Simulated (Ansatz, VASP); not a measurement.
# TaN in VASP and in Ansatz

Contents of INCAR:

```
SYSTEM = TaN
ALGO     = Normal         ! electronic algorithm
EDIFF    = 1E-8           ! SCF threshold, eV
ENCUT    = 520            ! plane-wave cutoff, eV
GGA      = PE             ! functional
ISIF     = 2              ! what is computed and relaxed
ISMEAR   = -1             ! smearing method
LASPH    = .TRUE.         ! aspherical terms in the spheres
LCHARG   = .FALSE.        ! write CHGCAR
LEFG     = .TRUE.       
LREAL    = .FALSE.        ! projectors in reciprocal space
LWAVE    = .FALSE.        ! write WAVECAR
NBANDS   = 33             ! bands
NELM     = 60             ! most SCF steps
PREC     = Accurate       ! precision mode
SIGMA    = 0.01           ! smearing width, eV
```

The input KPOINTS:

```
k-points
0
G
  6 6 9
  0 0 0
```

File POSCAR:

```
TaN
1.0
    5.1257760305      0.0000000000      0.0000000000
   -2.5628880152      4.4390522565      0.0000000000
    0.0000000000      0.0000000000      2.8716573394
Ta N
3 3
Direct
    0.3333333333      0.6666666667      0.5000000000
    0.6666666667      0.3333333333      0.5000000000
    0.0000000000      0.0000000000      0.0000000000
    0.3928500000      0.0000000000      0.0000000000
    0.6071500000      0.6071500000      0.0000000000
    0.0000000000      0.3928500000      0.0000000000
```

Input for Ansatz:

```yaml
crystal:
  lattice:
    - [5.1257760305, 0.0, 0.0]
    - [-2.5628880152, 4.4390522565, 0.0]
    - [0.0, 0.0, 2.8716573394]
  atoms:
    - { symbol: Ta, position: [0.3333333333, 0.6666666667, 0.5] }
    - { symbol: Ta, position: [0.6666666667, 0.3333333333, 0.5] }
    - { symbol: Ta, position: [0.0, 0.0, 0.0] }
    - { symbol: "N", position: [0.39285, 0.0, 0.0] }
    - { symbol: "N", position: [0.60715, 0.60715, 0.0] }
    - { symbol: "N", position: [0.0, 0.39285, 0.0] }
kpoints:
  mp_grid: { grid: [6, 6, 9] }
scf:
  occupations: { method: fermi_dirac, width: 0.01 }
hamiltonian:
  xc: pbe
  pseudopotentials: { kind: all_electron, datasets: crystal }
output:
  forces: true
  stress: true
  eigenvalues: true
  efg: { contact_densities: true }
```

Change from the starting cell: volume scaled by 0.96, crystal datasets.

Alike in both runs: task electric field gradients; functional PBE; k mesh 6 × 6 × 9; occupations fermi-dirac, width 0.01 eV; no spin polarisation.

|  | VASP | Ansatz |
| --- | --- | --- |
| version | VASP 6.6.1 | Ansatz 0.2.0 |
| potentials or method | VASP PAW PBE potentials, release 64 (Ta_pv, N), cutoff 520 eV | all-electron PAW with datasets made for the crystal, scalar-relativistic |

|  | VASP | Ansatz | Ansatz less VASP |
| --- | --- | --- | --- |
| pressure (GPa) | 20.7 | 19.7 | -1.01 |
| traceless stress, the component that is largest in VASP (GPa) | 0.39 | 0.56 | +0.173 |
| rms of the force components (eV/Å) | 0.100 | 0.089 | -0.0111 |
| size of Vzz on the site where it differs most (V/Å²) | 194.2 | 123.1 | -71.09 |

Atom by atom the forces differ by 0.011 eV/Å (rms over components). Ansatz ran all-electron here, and VASP with PAW potentials.

Spin-orbit coupling is off throughout.
